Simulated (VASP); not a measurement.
# Os (P4/mmm) in VASP: a series of runs

The runs below take Os through single point, relaxation of cell and atoms, with PBE.

Program: VASP 6.6.1. These are calculated values, not measurements. Logs are shortened: lines on timing, memory, paths and dates and some standing lists are left out, and cuts for length are marked.

### 1 The cell of the first run

Symmetry: P4/mmm, No. 123, tetragonal system. Conventional cell: a = 2.108 Å, b = 2.108 Å, c = 6.291 Å, α = 90.00°, β = 90.00°, γ = 90.00°. Within 2.8 Å of Os (site symmetry 4/mmm) lie 4 Os at 2.11 Å.

The cell was built from a structure type or drawn by symmetry, and may not be a known phase.

### 2 Single point, PBE

Contents of INCAR:

```
SYSTEM = Os
PREC = Accurate
ENCUT = 520
EDIFF = 1E-6
ISMEAR = 0
SIGMA = 0.1
LREAL = .False.
LASPH = .True.
NELM = 60
ALGO = Normal
ISIF = 2
LWAVE = .False.
LCHARG = .False.
GGA = PE
NBANDS = 10
```

Contents of KPOINTS:

```
regular mesh
0
Gamma
  8 8 4
  0 0 0
```

Contents of POSCAR:

```
Os
1.0
    2.1075628400      0.0000000000      0.0000000000
    0.0000000000      2.1075628400      0.0000000000
    0.0000000000      0.0000000000      6.2909272500
Os
1
Direct
    0.0000000000      0.0000000000      0.5000000000
```

Potentials or basis: VASP PAW PBE potentials, release 64 (Os).

Command:

```sh
$ cat potpaw_PBE.64/Os/POTCAR > POTCAR
$ mpirun -np 1 vasp_std > vasp.out
```

OUTCAR:

```text
SYSTEM = Os
   PREC = Accurate
   ENCUT = 520
   EDIFF = 1E-6
   ISMEAR = 0
   LREAL = .False.
   LASPH = .True.
   NELM = 60
   ISIF = 2
   GGA = PE

 ion  position               nearest neighbor table
   1  0.000  0.000  0.500-

  LATTYP: Found a simple tetragonal cell.
 ALAT       =     2.1075628400
 C/A-ratio  =     2.9849298586

  Lattice vectors:

 A1 = (   2.1075628400,   0.0000000000,   0.0000000000)
 A2 = (   0.0000000000,   2.1075628400,   0.0000000000)
 A3 = (   0.0000000000,   0.0000000000,   6.2909272500)

Analysis of symmetry for initial positions (statically):
=====================================================================
 Subroutine PRICEL returns:
 Original cell was already a primitive cell.

 Routine SETGRP: Setting up the symmetry group for a
 simple tetragonal supercell.

 Subroutine GETGRP returns: Found 16 space group operations
 (whereof 16 operations were pure point group operations)
 out of a pool of 16 trial point group operations.

The static configuration has the point symmetry D_4h.

Analysis of symmetry for dynamics (positions and initial velocities):
=====================================================================
 Subroutine PRICEL returns:
 Original cell was already a primitive cell.

 Routine SETGRP: Setting up the symmetry group for a
 simple tetragonal supercell.

 Subroutine GETGRP returns: Found 16 space group operations
 (whereof 16 operations were pure point group operations)
 out of a pool of 16 trial point group operations.

The dynamic configuration has the point symmetry D_4h.

 Subroutine INISYM returns: Found 16 space group operations
 (whereof 16 operations are pure point group operations),
 and found     1 'primitive' translations

----------------------------------------------------------------------------------------

                                     Primitive cell

  volume of cell :      27.9432

  direct lattice vectors                    reciprocal lattice vectors
     2.107562840  0.000000000  0.000000000     0.474481700  0.000000000  0.000000000
     0.000000000  2.107562840  0.000000000     0.000000000  0.474481700  0.000000000
     0.000000000  0.000000000  6.290927250     0.000000000  0.000000000  0.158959079

  length of vectors
     2.107562840  2.107562840  6.290927250     0.474481700  0.474481700  0.158959079

  position of ions in fractional coordinates (direct lattice)
     0.000000000  0.000000000  0.500000000

  ion indices of the primitive-cell ions
   primitive index   ion index
                 1           1

----------------------------------------------------------------------------------------

 KPOINTS: regular mesh

Automatic generation of k-mesh.
 Grid dimensions read from file:
 generate k-points for:    8    8    4

 Generating k-lattice:

  Cartesian coordinates                     Fractional coordinates (reciprocal lattice)
     0.059310213  0.000000000  0.000000000     0.125000000  0.000000000  0.000000000
     0.000000000  0.059310213  0.000000000     0.000000000  0.125000000  0.000000000
     0.000000000  0.000000000  0.039739770     0.000000000  0.000000000  0.250000000

  Length of vectors
     0.059310213  0.059310213  0.039739770

  Shift w.r.t. Gamma in fractional coordinates (k-lattice)
     0.000000000  0.000000000  0.000000000

 Subroutine IBZKPT returns following result:
 ===========================================

 Found     45 irreducible k-points:

 Following reciprocal coordinates:
            Coordinates               Weight
  0.000000  0.000000  0.000000      1.000000
  0.125000  0.000000  0.000000      4.000000
  0.250000  0.000000  0.000000      4.000000
  0.375000  0.000000  0.000000      4.000000
  0.500000  0.000000  0.000000      2.000000
  0.125000  0.125000  0.000000      4.000000
[... 16 lines left out ...]
  0.375000  0.125000  0.250000     16.000000
  0.500000  0.125000  0.250000      8.000000
 [... further k-points ...]
   k-points           NKPTS =     45   k-points in BZ     NKDIM =     45   number of bands    NBANDS=     10
   number of dos      NEDOS =    301   number of ions     NIONS =      1
   total plane-waves  NPLWV =  12288
   dimension x,y,z NGX =    16 NGY =   16 NGZ =   48
   dimension x,y,z NGXF=    32 NGYF=   32 NGZF=   96
   ions per type =               1
   NGX,Y,Z   is equivalent  to a cutoff of  12.62, 12.62, 12.68 a.u.
   NGXF,Y,Z  is equivalent  to a cutoff of  25.24, 25.24, 25.37 a.u.
 SYSTEM =  Os
   PREC   = accura    normal or accurate (medium, high low for compatibility)
   ISTART =      0    job   : 0-new  1-cont  2-samecut
   ICHARG =      2    charge: 1-file 2-atom 10-const
   ISPIN  =      1    spin polarized calculation?
   LNONCOLLINEAR =      F non collinear calculations
   LSORBIT =      F    spin-orbit coupling
   LASPH  =      T    aspherical Exc in radial PAW
   ENCUT  =  520.0 eV  38.22 Ry    6.18 a.u.   3.92  3.92 11.70*2*pi/ulx,y,z
   NELM   =     60;   NELMIN=  2; NELMDL= -5     # of ELM steps
   EDIFF  = 0.1E-05   stopping-criterion for ELM
   LREAL  =      F    real-space projection
   EDIFFG = 0.1E-04   stopping-criterion for IOM
   NSW    =      0    number of steps for IOM
   IBRION =     -1    ionic relax: 0-MD 1-quasi-New 2-CG
   NFREE  =      0    steps in history (QN), initial steepest desc. (CG)
   ISIF   =      2    stress and relaxation
   ISYM   =      2    0-nonsym 1-usesym 2-fastsym
   POTIM  = 0.5000    time-step for ionic-motion
   TEBEG  =    0.0;   TEEND  =   0.0 temperature during run
   PSTRESS=    0.0 pullay stress
   NELECT =       8.0000    total number of electrons
   NUPDOWN=      -1.0000    fix difference up-down
   EMIN   =  10.00;   EMAX   =-10.00  energy-range for DOS
   EFERMI =   0.00;   METHOD = LEGACY
   ISMEAR =     0;   SIGMA  =   0.10  broadening in eV -4-tet -1-fermi 0-gaus
   EFERMI_NEDOS =   21; number of points for ismear=-14 and -15
   IALGO  =     38    algorithm
   IMIX   =      4    mixing-type and parameters
     AMIX     =   0.40;   BMIX     =  1.00
     AMIX_MAG =   1.60;   BMIX_MAG =  1.00
  volume/ion in A,a.u.               =      27.94       188.57
  Fermi-wavevector in a.u.,A,eV,Ry     =   1.078979  2.038974 15.839838  1.164195
  Thomas-Fermi vector in A             =   2.214932
   LORBIT       =      0    0 simple, 1 ext, 2 COOP (PROOUT), +10 PAW based schemes
   GGA     = PE    functional components
   LHFCALC =     F    Hartree Fock is set to
   AEXX    =    0.0000 exact exchange contribution
   IVDW    =     0    specifies the selected vdW correction
   LEPSILON=     F    determine dielectric tensor
   LRPA    =     F    only Hartree local field effects (RPA)
 non-spin polarized calculation
 Gauss-broadening in eV      SIGMA  =   0.10
  energy-cutoff  :      520.00
  volume of cell :       27.94
 maximum number of plane-waves:       792
 NGX is ok and might be reduce to    16
   NGX =  7   NGY =  7   NGZ = 23

 number of electron       8.0000002 magnetization

 Free energy of the ion-electron system (eV)
  ---------------------------------------------------
  ext. energy  EPLUGINS =         0.00000000
  ---------------------------------------------------
  free energy    TOTEN  =        -5.86382196 eV

  energy without entropy =       -5.85609187  energy(sigma->0) =       -5.85995691

 E-fermi :   2.2681     XC(G=0):  -8.4340

 val. band max:        2.2518158275   @ k =   0.3750   0.2500   0.5000
 cond. band min:       2.8627024956   @ k =   0.3750   0.3750   0.0000
 fundamental gap:      0.6108866681
 Fermi energy:         2.2680625699

 k-point     1 :       0.0000    0.0000    0.0000
  band No.  band energies     occupation
      1      -8.3098      2.00000
      2      -8.1936      2.00000
      3      -2.8851      2.00000
      4       2.0002      1.99985
      5       5.2329      0.00000
      6       5.2329      0.00000
      7       7.2405      0.00000
      8       9.0079      0.00000
      9      14.4873      0.00000
     10      20.3959      0.00000

 k-point     2 :       0.1250    0.0000    0.0000
  band No.  band energies     occupation
      1      -7.9395      2.00000
      2      -6.3089      2.00000
      3      -2.4691      2.00000
      4       0.5051      2.00000
      5       5.4177      0.00000
      6       5.4341      0.00000
      7       7.4313      0.00000
      8       7.7206      0.00000
      9      15.7593      0.00000
     10      20.5707      0.00000

 k-point     3 :       0.2500    0.0000    0.0000
  band No.  band energies     occupation
      1      -7.1265      2.00000
      2      -2.4993      2.00000
      3      -1.5965      2.00000
      4      -1.0421      2.00000
      5       4.4813      0.00000
      6       5.8851      0.00000
      7       6.7015      0.00000
      8       9.1329      0.00000
      9      17.9374      0.00000
     10      18.7721      0.00000

 k-point     4 :       0.3750    0.0000    0.0000
  band No.  band energies     occupation
      1      -6.1941      2.00000
      2      -4.8791      2.00000
      3       0.3192      2.00000
      4       2.1711      1.82964
      5       3.7258      0.00000
      6       6.3869      0.00000
      7       8.8683      0.00000
      8      11.3619      0.00000
      9      15.6334      0.00000
     10      17.8361      0.00000
[... 222 lines left out ...]
 k-point    22 :       0.2500    0.1250    0.2500
  band No.  band energies     occupation
      1      -5.2779      2.00000
      2      -2.2985      2.00000
      3      -1.7122      2.00000
      4      -0.7689      2.00000
      5       3.0930      0.00000
      6       3.3433      0.00000
      7       7.4046      0.00000
      8      11.2795      0.00000
      9      17.0169      0.00000
     10      20.1116      0.00000

 k-point    23 :       0.3750    0.1250    0.2500
  band No.  band energies     occupation
      1      -4.5682      2.00000
      2      -4.3411      2.00000
      3      -1.2996      2.00000
      4       0.9131      2.00000
      5       3.7203      0.00000
      6       6.0236      0.00000
      7       9.6113      0.00000
      8      13.4778      0.00000
      9      16.3373      0.00000
     10      17.6914      0.00000

 k-point    24 :       0.5000    0.1250    0.2500
  band No.  band energies     occupation
      1      -5.4221      2.00000
      2      -3.7633      2.00000
      3      -2.1207      2.00000
      4       1.7582      2.00000
      5       4.0607      0.00000
      6       7.7833      0.00000
      7      11.7899      0.00000
      8      14.1736      0.00000
      9      15.7064      0.00000
     10      16.4384      0.00000

 [... further k-points ...]

------------------------ aborting loop because EDIFF is reached ----------------------------------------

  FORCE on cell =-STRESS in cart. coord.  units (eV):
  Direction    XX          YY          ZZ          XY          YZ          ZX
  --------------------------------------------------------------------------------------
  -------------------------------------------------------------------------------------
  Total       23.0364818     23.0364818     -0.0082984      0.0000000     -0.0000000     -0.0000000
  in kB     1320.8424157   1320.8424157     -0.4758061      0.0000000     -0.0000000     -0.0000000
  external PRESSURE =     880.4030084 kB  Pullay stress =       0.0000000 kB

 VOLUME and BASIS-vectors are now :
 -----------------------------------------------------------------------------
  energy-cutoff  :      520.00
  volume of cell :       27.94
      direct lattice vectors                 reciprocal lattice vectors
     2.107562840  0.000000000  0.000000000     0.474481700  0.000000000  0.000000000
     0.000000000  2.107562840  0.000000000     0.000000000  0.474481700  0.000000000
     0.000000000  0.000000000  6.290927250     0.000000000  0.000000000  0.158959079

 POSITION                                       TOTAL-FORCE (eV/Angst)
 -----------------------------------------------------------------------------------
      0.00000      0.00000      3.14546         0.000000      0.000000      0.000000
 -----------------------------------------------------------------------------------
    total drift:                               -0.000000     -0.000000      0.000000

  FREE ENERGIE OF THE ION-ELECTRON SYSTEM (eV)
  ---------------------------------------------------
  free  energy   TOTEN  =        -5.8638219571 eV

  energy  without entropy=       -5.8560918688  energy(sigma->0) =       -5.85995691
```

Run time: 3.4 s. Hardware: 1 thread of Intel Xeon 6975P-C (Granite Rapids), shared host; peak memory 0.14 GiB.

Results:

```yaml
Free_energy: -5.8638 eV
Pressure: 88.0 GPa
Band_gap_on_the_k_mesh: zero (bands 4 and 5 overlap by 3.79 eV)
```

Caveat: the k points lie up to 0.37 Å⁻¹ apart, too coarse for converged energies and pressures of a metal; spin-orbit coupling is left out, which moves the levels of the heavy elements.

### 3 Relaxation of cell and atoms, PBE

Contents of INCAR:

```
PREC     = Accurate       # precision mode
ENCUT    = 600            # plane-wave cutoff, eV
EDIFF    = 1E-7           # SCF threshold, eV
ISMEAR   = 0              # smearing method
SIGMA    = 0.1            # smearing width, eV
LREAL    = False          # projectors in reciprocal space
LASPH    = True           # aspherical terms in the spheres
NELM     = 80             # most SCF steps
ALGO     = Fast           # electronic algorithm
ISIF     = 3              # what is computed and relaxed
LWAVE    = False          # write WAVECAR
LCHARG   = False          # write CHGCAR
GGA      = PE             # functional
IBRION   = 2              # ionic algorithm
NSW      = 90             # ionic steps
EDIFFG   = -0.04          # ionic threshold
```

Contents of KPOINTS:

```
Automatic mesh
0
Gamma
  8 8 4
```

POSCAR is that of step 2.

Potentials or basis: VASP PAW PBE potentials, release 64 (Os).

Command:

```sh
$ cat potpaw_PBE.64/Os/POTCAR > POTCAR
$ mpirun -np 1 vasp_std > vasp.out
```

OUTCAR:

```text
PREC = Accurate
   ENCUT = 600
   EDIFF = 1E-7
   ISMEAR = 0
   LREAL = False
   LASPH = True
   NELM = 80
   ISIF = 3
   GGA = PE
   IBRION = 2
   NSW = 90
   EDIFFG = -0.04

 ion  position               nearest neighbor table
   1  0.000  0.000  0.500-

  LATTYP: Found a simple tetragonal cell.
 ALAT       =     2.1075628400
 C/A-ratio  =     2.9849298586

  Lattice vectors:

 A1 = (   2.1075628400,   0.0000000000,   0.0000000000)
 A2 = (   0.0000000000,   2.1075628400,   0.0000000000)
 A3 = (   0.0000000000,   0.0000000000,   6.2909272500)

Analysis of symmetry for initial positions (statically):
=====================================================================
 Subroutine PRICEL returns:
 Original cell was already a primitive cell.

 Routine SETGRP: Setting up the symmetry group for a
 simple tetragonal supercell.

 Subroutine GETGRP returns: Found 16 space group operations
 (whereof 16 operations were pure point group operations)
 out of a pool of 16 trial point group operations.

The static configuration has the point symmetry D_4h.

Analysis of symmetry for dynamics (positions and initial velocities):
=====================================================================
 Subroutine PRICEL returns:
 Original cell was already a primitive cell.

 Routine SETGRP: Setting up the symmetry group for a
 simple tetragonal supercell.

 Subroutine GETGRP returns: Found 16 space group operations
 (whereof 16 operations were pure point group operations)
 out of a pool of 16 trial point group operations.

The dynamic configuration has the point symmetry D_4h.

 Subroutine INISYM returns: Found 16 space group operations
 (whereof 16 operations are pure point group operations),
 and found     1 'primitive' translations

----------------------------------------------------------------------------------------

                                     Primitive cell

[... 114 lines left out ...]
   LHFCALC =     F    Hartree Fock is set to
   AEXX    =    0.0000 exact exchange contribution
   IVDW    =     0    specifies the selected vdW correction
   LEPSILON=     F    determine dielectric tensor
   LRPA    =     F    only Hartree local field effects (RPA)
 conjugate gradient relaxation of ions
 non-spin polarized calculation
 RMM-DIIS sequential band-by-band and
 Gauss-broadening in eV      SIGMA  =   0.10
  energy-cutoff  :      600.00
  volume of cell :       27.94
 maximum number of plane-waves:       954
 NGX is ok and might be reduce to    18
   NGX =  9   NGY =  9   NGZ = 25

--------------------------------------- Ionic step        1  -------------------------------------------

 number of electron       8.0000000 magnetization

 Free energy of the ion-electron system (eV)
  ---------------------------------------------------
  ext. energy  EPLUGINS =         0.00000000
  ---------------------------------------------------
  free energy    TOTEN  =        -5.86292109 eV

  energy without entropy =       -5.85518787  energy(sigma->0) =       -5.85905448

------------------------ aborting loop because EDIFF is reached ----------------------------------------

  FORCE on cell =-STRESS in cart. coord.  units (eV):
  Direction    XX          YY          ZZ          XY          YZ          ZX
  --------------------------------------------------------------------------------------
  -------------------------------------------------------------------------------------
  Total       23.0413776     23.0413776     -0.0061922      0.0000000      0.0000000      0.0000000
  in kB     1321.1231259   1321.1231259     -0.3550446      0.0000000      0.0000000      0.0000000
  external PRESSURE =     880.6304024 kB  Pullay stress =       0.0000000 kB
[... 162 lines left out ...]
--------------------------------------- Ionic step        6  -------------------------------------------

 number of electron       7.9999998 magnetization

 E-fermi :  -0.0502     XC(G=0):  -7.6074

 val. band max:       -0.0577038122   @ k =   0.2500   0.2500   0.0000
 cond. band min:      -0.0406744870   @ k =   0.2500   0.2500   0.2500
 fundamental gap:      0.0170293252
 Fermi energy:        -0.0501829280

 k-point     1 :       0.0000    0.0000    0.0000
  band No.  band energies     occupation
      1      -7.9651      2.00000
      2      -6.3058      2.00000
      3      -2.6454      2.00000
      4       1.1306      0.00000
      5       1.5484      0.00000
      6       1.5484      0.00000
      7       3.3525      0.00000
      8       5.8265      0.00000
[... 287 lines left out ...]
--------------------------------------- Ionic step        7  -------------------------------------------

 number of electron       7.9999998 magnetization

 Free energy of the ion-electron system (eV)
  ---------------------------------------------------
  ext. energy  EPLUGINS =         0.00000000
  ---------------------------------------------------
  free energy    TOTEN  =        -8.60542861 eV

  energy without entropy =       -8.59287692  energy(sigma->0) =       -8.59915277

 E-fermi :   0.0249     XC(G=0):  -7.6387

 val. band max:        0.0022573969   @ k =   0.3750   0.0000   0.5000
 cond. band min:       0.0276768373   @ k =   0.2500   0.2500   0.0000
 fundamental gap:      0.0254194404
 Fermi energy:         0.0249049719

 k-point     1 :       0.0000    0.0000    0.0000
  band No.  band energies     occupation
      1      -7.9978      2.00000
      2      -6.3668      2.00000
      3      -2.6431      2.00000
      4       1.1541      0.00000
      5       1.6636      0.00000
      6       1.6636      0.00000
      7       3.5186      0.00000
      8       5.8802      0.00000
[... 281 lines left out ...]
  FREE ENERGIE OF THE ION-ELECTRON SYSTEM (eV)
  ---------------------------------------------------
  free  energy   TOTEN  =        -8.6054286131 eV

  energy  without entropy=       -8.5928769215  energy(sigma->0) =       -8.59915277

 reached required accuracy - stopping structural energy minimisation
```

It took 38 s on 1 thread of Intel Xeon 6975P-C (Granite Rapids), shared host; peak memory 0.16 GiB.

What came out:

- Free energy: -8.6054 eV
- Relaxed cell: a = 2.421 Å, b = 2.421 Å, c = 6.291 Å, α = 90.00°, β = 90.00°, γ = 90.00°
- Space group after relaxing (to 0.1 Å): P4/mmm (No. 123)
- Pressure after relaxing: -0.1 GPa
- Band gap on the k mesh: zero (bands 4 and 5 overlap by 2.08 eV)

Final structure:
```
Os
1.0
     2.42070    0.00000    0.00000
     0.00000    2.42070    0.00000
     0.00000    0.00000    6.29068
Os
1
Direct
  0.00000 0.00000 0.50000
```

Caveat: the k points lie up to 0.32 Å⁻¹ apart in the final cell, too coarse for converged energies and pressures of a metal; spin-orbit coupling is left out, which moves the levels of the heavy elements.
